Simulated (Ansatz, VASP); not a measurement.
ZnO in VASP and in Ansatz

POSCAR

```
ZnO
1.0
    1.4332300000     -3.5270800000      0.0000000000
    1.4332300000      3.5270800000      0.0000000000
    0.0000000000      0.0000000000      2.8384900000
Zn O
1 1
Direct
    0.0000000000      0.0000000000      0.0000000000
    0.5000000000      0.5000000000      0.5000000000
```

INCAR.step1

```
SYSTEM = ZnO
PREC = Accurate
ENCUT = 520
EDIFF = 1E-5
ISMEAR = -1
SIGMA = 0.05
LREAL = .FALSE.
LASPH = .TRUE.
NELM = 80
ALGO = Normal
ISIF = 2
LWAVE = .TRUE.
LCHARG = .FALSE.
NBANDS = 16
GGA = PE
```

INCAR.step2

```
SYSTEM = ZnO
PREC = Accurate
ENCUT = 520
EDIFF = 1E-7
ISMEAR = -1
SIGMA = 0.05
LREAL = .FALSE.
LASPH = .TRUE.
NELM = 80
ALGO = Normal
ISIF = 2
LWAVE = .FALSE.
LCHARG = .FALSE.
GGA = PS
LHFCALC = .TRUE.
AEXX = 0.25
HFSCREEN = 0.207
PRECFOCK = Normal
NBANDS = 16
ISTART = 1
```

KPOINTS

```
regular mesh
0
G
  5 5 5
  0 0 0
```

input.yaml

```yaml
crystal:
  lattice:
    - [1.43323, -3.52708, 0.0]
    - [1.43323, 3.52708, 0.0]
    - [0.0, 0.0, 2.83849]
  atoms:
    - { symbol: Zn, position: [0.0, 0.0, 0.0] }
    - { symbol: O, position: [0.5, 0.5, 0.5] }
hamiltonian:
  xc:
    exchange: hjs_pbesol
    correlation: pbesol
    exx: { coeff: 0.25, omega: 0.207 }
  pseudopotentials: { kind: paw }
kpoints:
  mp_grid: { grid: [5, 5, 5] }
  band_path:
    path:
      - [[0.0, 0.0, 0.0], [0.2912801406, 0.2912801406, 0.0], [0.0, 0.5, 0.0], [0.0, 0.5, 0.5], [0.2912801406, 0.2912801406, 0.5], [0.0, 0.0, 0.5], [0.0, 0.0, 0.0], [-0.5, 0.5, 0.0], [-0.2912801406, 0.7087198594, 0.0], [-0.2912801406, 0.7087198594, 0.5], [-0.5, 0.5, 0.5], [-0.5, 0.5, 0.0]]
      - [[0.0, 0.0, 0.5], [-0.5, 0.5, 0.5]]
    npoints: 4
scf:
  occupations: { method: fermi_dirac, width: 0.05 }
  n_extra_bands: 6
output:
  forces: true
  stress: true
  eigenvalues: true
  fatbands: false
  write_density: true
  write_potential: true
  elf: true
  volumetric_format: npy
```

Alike in both runs: functional PBEsol-based screened hybrid with a share of 0.25 of exact exchange and HFSCREEN = 0.207; k mesh 5 × 5 × 5; occupations fermi-dirac, width 0.05 eV; no spin polarisation.

|  | VASP | Ansatz |
| --- | --- | --- |
| version | VASP 6.6.1 | Ansatz 0.2.0 |
| potentials or method | VASP PAW PBE potentials, release 64 (Zn, O) | Ansatz PAW |
| plane-wave cutoff (eV) | 520 | 420 |
| valence electrons in the cell | 18 | 18 |
| task | single point | band structure |

```tsv
	VASP	Ansatz	Ansatz less VASP
gap on the k mesh at the Fermi level (eV)	1.41	1.45	+0.038
least direct gap on the mesh (eV)	3.65	3.68	+0.026
pressure (GPa)	-6.0	-6.9	-0.91
traceless stress, the component that is largest in VASP (GPa)	4.94	5.96	+1.024
```

VASP's potentials were made for PBE, not for PBEsol-based screened hybrid.

The k mesh is coarse, so the values compare programs but aren't converged. Noted on Ansatz's run: the k mesh misses the band edges, so the gap on the mesh is wider than the one along the path.
